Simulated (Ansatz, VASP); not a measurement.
**One calculation of ZnO, two programs**

File POSCAR:

```
ZnO
1.0
    0.0000000000      2.1045377419      2.1712590042
    2.1045377419      0.0000000000      2.1712590042
    2.1045377419      2.1045377419      0.0000000000
Zn O
1 1
Direct
    0.0000000000      0.0000000000      0.0000000000
    0.5000000000      0.5000000000      0.5000000000
```

Contents of INCAR.step1:

```
SYSTEM = ZnO
ALGO = Normal ; EDIFF = 1E-4
ENCUT = 520 ; GGA = PE
ISMEAR = 0 ; LASPH = .True.
LCHARG = .False. ; LREAL = .False.
LWAVE = .True. ; NBANDS = 16
NELM = 80 ; PREC = Accurate
SIGMA = 0.01
```

INCAR.step2

```
SYSTEM = ZnO
ALGO = Normal ; EDIFF = 1E-6
ENCUT = 520 ; ISIF = 2
ISMEAR = 0 ; ISTART = 1
LASPH = .True. ; LCHARG = .False.
LMIXTAU = .True. ; LREAL = .False.
LWAVE = .False. ; METAGGA = R2SCAN
NBANDS = 16 ; NELM = 80
PREC = Accurate ; SIGMA = 0.01
```

KPOINTS

```
k-points
0
Gamma
  10 10 10
  0 0 0
```

Input for Ansatz:

```yaml
crystal:
  lattice:
    - [0.0, 2.1045377419, 2.1712590042]
    - [2.1045377419, 0.0, 2.1712590042]
    - [2.1045377419, 2.1045377419, 0.0]
  atoms:
    - { symbol: Zn, position: [0.0, 0.0, 0.0] }
    - { symbol: O, position: [0.5, 0.5, 0.5] }
kpoints:
  mp_grid: { grid: [10, 10, 10] }
  band_path:
    path:
      - [0.0, 0.0, 0.0]
      - [0.5, 0.0, 0.5]
      - [0.625, 0.25, 0.625]
      - [0.375, 0.375, 0.75]
      - [0.5, 0.5, 0.5]
      - [0.5, 0.25, 0.75]
    npoints: 1
hamiltonian:
  xc: r2scan
scf:
  occupations: { method: fixed }
  n_extra_bands: 4
output:
  forces: true
  stress: true
  eigenvalues: true
```

Change from the starting cell: epitaxial_xy strain -1.4%.

Alike in both runs: task single point; functional r2SCAN; k mesh 10 × 10 × 10; no spin polarisation.

|  | VASP | Ansatz |
| --- | --- | --- |
| version | VASP 6.6.1 | Ansatz 0.2.0 |
| potentials or method | VASP PAW PBE potentials, release 64 (Zn, O) | plane waves, PAW |
| plane-wave cutoff (eV) | 520 | 500 |
| occupations | gaussian, width 0.01 eV | fixed |
| valence electrons in the cell | 18 | 18 |

Ansatz gave:

* gap on the k mesh at the Fermi level (eV): 1.52
* pressure (GPa): 2.3
* traceless stress, the component that is largest in VASP (GPa): -2.34

**Question.** Which values does VASP return?

**Answer.** gap on the k mesh at the Fermi level (eV): 1.50; pressure (GPa): 3.8; traceless stress, the component that is largest in VASP (GPa): -2.44.

VASP's potentials were made for PBE, not for r2SCAN.
